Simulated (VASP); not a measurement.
# SnO in VASP: a series of runs

SnO is run at these levels: PBEsol; tasks: electric field gradients.

Everything below comes from runs of VASP 6.6.1. Logs are shortened: lines on timing, memory, paths and dates and some standing lists are left out, and cuts for length are marked.

## (1) The cell of the first run

Symmetry: C2/m, No. 12, monoclinic system. The conventional cell has a = 5.350 Å, b = 5.404 Å, c = 4.836 Å, α = 90.00°, β = 90.81°, γ = 90.00°. Within 2.9 Å of Sn (site symmetry m) lie 4 O at 2.21 to 2.23 Å. Within 2.9 Å of O (site symmetry 2) lie 4 Sn at 2.21 to 2.23 Å and 4 O at 2.68 to 2.70 Å.

## (2) Electric field gradients, PBEsol (equal xy, yz and zx shear strains of -1 %)

Input file INCAR:

```
PREC     = Accurate       # precision mode
ENCUT    = 520            # plane-wave cutoff, eV
EDIFF    = 1E-8           # SCF threshold, eV
ISMEAR   = -1             # smearing method
SIGMA    = 0.01           # smearing width, eV
LREAL    = F              # projectors in reciprocal space
LASPH    = T              # aspherical terms in the spheres
NELM     = 100            # most SCF steps
ALGO     = Normal         # electronic algorithm
ISIF     = 2              # what is computed and relaxed
LWAVE    = F              # write WAVECAR
LCHARG   = F              # write CHGCAR
GGA      = PS             # functional
LEFG     = T            
NBANDS   = 28             # bands
```

Input file KPOINTS:

```
regular mesh
0
Gamma
  8 8 6
```

Input file POSCAR:

```
SnO
1.0
    3.8020000000     -0.0190100000     -0.0190100000
   -0.0190100000      3.8020000000     -0.0190100000
   -0.0241800000     -0.0241800000      4.8360000000
Sn O
2 2
Direct
    0.0000000000      0.5000000000      0.2385000000
    0.5000000000      0.0000000000      0.7615000000
    0.0000000000      0.0000000000      0.0000000000
    0.5000000000      0.5000000000      0.0000000000
```

Potentials or basis: VASP PAW PBE potentials, release 64 (Sn_d, O).

The run is started by

```bash
$ cat potpaw_PBE.64/Sn_d/POTCAR potpaw_PBE.64/O/POTCAR > POTCAR
$ mpirun -np 1 vasp_std > vasp.out
```

OUTCAR:

```text
PREC = Accurate
   ENCUT = 520
   EDIFF = 1E-8
   ISMEAR = -1
   LREAL = F
   LASPH = T
   NELM = 100
   ISIF = 2
   GGA = PS

 ion  position               nearest neighbor table
   1  0.000  0.500  0.239-   3 2.21   4 2.21   3 2.23   4 2.23   2 3.51   2 3.55   2 3.55   2 3.56
                             2 3.66   2 3.70   2 3.70   2 3.71
   2  0.500  0.000  0.761-   3 2.21   4 2.21   4 2.23   3 2.23   1 3.51   1 3.55   1 3.55   1 3.56
                             1 3.66   1 3.70   1 3.70   1 3.71
   3  0.000  0.000  0.000-   1 2.21   2 2.21   1 2.23   2 2.23
   4  0.500  0.500  0.000-   1 2.21   2 2.21   2 2.23   1 2.23

  LATTYP: Found a base centered monoclinic cell.
 ALAT       =     5.3500908591
 B/A-ratio  =     1.0100247465
 C/A-ratio  =     1.3384557916
 COS(beta)  =    -0.7375551699

  Lattice vectors:

 A1 = (  -3.8020000000,   0.0190100000,   0.0190100000)
 A2 = (   0.0190100000,  -3.8020000000,   0.0190100000)
 A3 = (   3.7588100000,   3.7588100000,   4.7979800000)

Analysis of symmetry for initial positions (statically):
=====================================================================
 Subroutine PRICEL returns:
 Original cell was already a primitive cell.

 Routine SETGRP: Setting up the symmetry group for a
 base centered monoclinic supercell.

 Subroutine GETGRP returns: Found  4 space group operations
 (whereof  2 operations were pure point group operations)
 out of a pool of  4 trial point group operations.

The static configuration has the point symmetry C_2 .
 The point group associated with its full space group is C_2h.

Analysis of symmetry for dynamics (positions and initial velocities):
=====================================================================
 Subroutine PRICEL returns:
 Original cell was already a primitive cell.

 Routine SETGRP: Setting up the symmetry group for a
 base centered monoclinic supercell.

 Subroutine GETGRP returns: Found  4 space group operations
 (whereof  2 operations were pure point group operations)
 out of a pool of  4 trial point group operations.

The dynamic configuration has the point symmetry C_2 .
[... 145 lines left out ...]
  ext. energy  EPLUGINS =         0.00000000
  ---------------------------------------------------
  free energy    TOTEN  =       -24.20725957 eV

  energy without entropy =      -24.20707022  energy(sigma->0) =      -24.20716489

 E-fermi :   7.0572     XC(G=0): -10.4981

 val. band max:        7.0467032980   @ k =   0.0000   0.0000   0.0000
 cond. band min:       7.0706704722   @ k =   0.5000   0.5000  -0.0000
 fundamental gap:      0.0239671742
 Fermi energy:         7.0572475358

 k-point     1 :       0.0000    0.0000    0.0000
  band No.  band energies     occupation
      1     -14.8785      2.00000
      2     -14.4355      2.00000
      3     -14.4283      2.00000
      4     -14.4243      2.00000
      5     -14.3799      2.00000
      6     -14.3753      2.00000
[... 733 lines left out ...]
     27      14.4914      0.00000
     28      17.2926      0.00000

 [... further k-points ...]

------------------------ aborting loop because EDIFF is reached ----------------------------------------

  FORCE on cell =-STRESS in cart. coord.  units (eV):
  Direction    XX          YY          ZZ          XY          YZ          ZX
  --------------------------------------------------------------------------------------
  -------------------------------------------------------------------------------------
  Total        0.1517901      0.1517901     -0.0293235      0.3626111      0.2373624      0.2373618
  in kB        3.4791748      3.4791748     -0.6721220      8.3113927      5.4405726      5.4405589
  external PRESSURE =       2.0954092 kB  Pullay stress =       0.0000000 kB

 VOLUME and BASIS-vectors are now :
 -----------------------------------------------------------------------------
  energy-cutoff  :      520.00
  volume of cell :       69.90
      direct lattice vectors                 reciprocal lattice vectors
     3.802000000 -0.019010000 -0.019010000     0.263032681  0.001321772  0.001321772
    -0.019010000  3.802000000 -0.019010000     0.001321772  0.263032681  0.001321772
    -0.024180000 -0.024180000  4.836000000     0.001039160  0.001039160  0.206792856

 POSITION                                       TOTAL-FORCE (eV/Angst)
 -----------------------------------------------------------------------------------
     -0.01527      1.89523      1.14388         0.059612      0.059612      0.152896
      1.88259     -0.02792      3.67311        -0.059612     -0.059612     -0.152896
      0.00000      0.00000      0.00000         0.037308     -0.037308     -0.000000
      1.89149      1.89149     -0.01901        -0.037308      0.037308     -0.000000
 -----------------------------------------------------------------------------------
    total drift:                                0.000000      0.000000      0.000000

  FREE ENERGIE OF THE ION-ELECTRON SYSTEM (eV)
  ---------------------------------------------------
  free  energy   TOTEN  =       -24.2072595667 eV

  energy  without entropy=      -24.2070702207  energy(sigma->0) =      -24.20716489

 Electric field gradients (V/A^2)
---------------------------------------------------------------------
 ion       V_xx      V_yy      V_zz      V_xy      V_xz      V_yz
---------------------------------------------------------------------
   1      80.716    80.716  -161.433     1.678    -9.169    -9.169
   2      80.716    80.716  -161.433     1.678    -9.169    -9.169
   3      -1.044    -1.044     2.087    -3.163     0.235     0.235
   4      -1.044    -1.044     2.087    -3.163     0.235     0.235
---------------------------------------------------------------------

 Electric field gradients after diagonalization (V/A^2)
 (convention: |V_zz| > |V_xx| > |V_yy|)
----------------------------------------------------------------------
 ion       V_xx      V_yy      V_zz     asymmetry (V_yy - V_xx)/ V_zz
----------------------------------------------------------------------
   1      83.082    79.038  -162.120       0.025
   2      83.082    79.038  -162.120       0.025
   3       2.119     2.104    -4.224       0.004
   4       2.119     2.104    -4.224       0.004
----------------------------------------------------------------------

           NMR quadrupolar parameters

 Cq : quadrupolar parameter    Cq=e*Q*V_zz/h
 eta: asymmetry parameters     (V_yy - V_xx)/ V_zz
 Q  : nuclear electric quadrupole moment in mb (millibarn)
----------------------------------------------------------------------
 ion       Cq(MHz)       eta       Q (mb)
----------------------------------------------------------------------
   1      -0.392       0.025       1.000
   2      -0.392       0.025       1.000
   3      -0.010       0.004       1.000
   4      -0.010       0.004       1.000
----------------------------------------------------------------------
```

stdout:

```text
POSCAR found type information on POSCAR SnO
 POSCAR found :  2 types and       4 ions
 scaLAPACK will be used
 -----------------------------------------------------------------------------
|                                                                             |
|                                                                             |
|     You enforced a specific xc type in the INCAR file but a different       |
|     I HOPE YOU KNOW WHAT YOU ARE DOING!                                     |
|                                                                             |
 -----------------------------------------------------------------------------

 LDA part: xc-table for (Slater+PW92), standard interpolation
 POSCAR, INCAR and KPOINTS ok, starting setup
 FFT: planning ... GRIDC
 FFT: planning ... GRID_SOFT
 FFT: planning ... GRID
 WAVECAR not read
 entering main loop
ion   1

ion   2

ion   3

ion   4
```

Run time: 2.7 min. Hardware: 1 thread of Intel Xeon Platinum 8488C (Sapphire Rapids), shared host; peak memory 0.3 GiB.

What came out:

* Free energy: -24.2073 eV
* Pressure: 0.2 GPa
* Largest force: 0.175 eV/Å
* Band gap on the k mesh: zero (filled and empty bands touch)
* Largest electric field gradient by atom: Sn -162.1; O -4.2 V/Å²

Forces in eV/Å, atoms in the order of the input:
```
Sn   0.060  0.060  0.153
Sn  -0.060 -0.060 -0.153
O    0.037 -0.037  0.000
O   -0.037  0.037  0.000
```

Stress tensor (GPa, compression positive):
```
 0.35  0.83  0.54
 0.83  0.35  0.54
 0.54  0.54 -0.07
```

Electric field gradients, principal values (V/Å²):
| atom | least | middle | greatest (by size) |
| --- | --- | --- | --- |
| 1 Sn | 79.038 | 83.082 | -162.120 |
| 2 Sn | 79.038 | 83.082 | -162.120 |
| 3 O | 2.104 | 2.119 | -4.224 |
| 4 O | 2.104 | 2.119 | -4.224 |

Caveat: the cell differs from its parent crystal (equal xy, yz and zx shear strains of -1 %); semilocal functionals underestimate gaps, and a narrow one can read as zero; without QUAD_EFG the Cq values of the log hold for a quadrupole moment of 1 mb, not for the nuclei; the PAW data sets were made with another functional, which shifts forces and pressure a little; spin-orbit coupling is left out, which moves the levels of the heavy elements.

[end of part 1 of 3]

The gap in the log of VASP goes by the Fermi energy; the results here count the filled bands.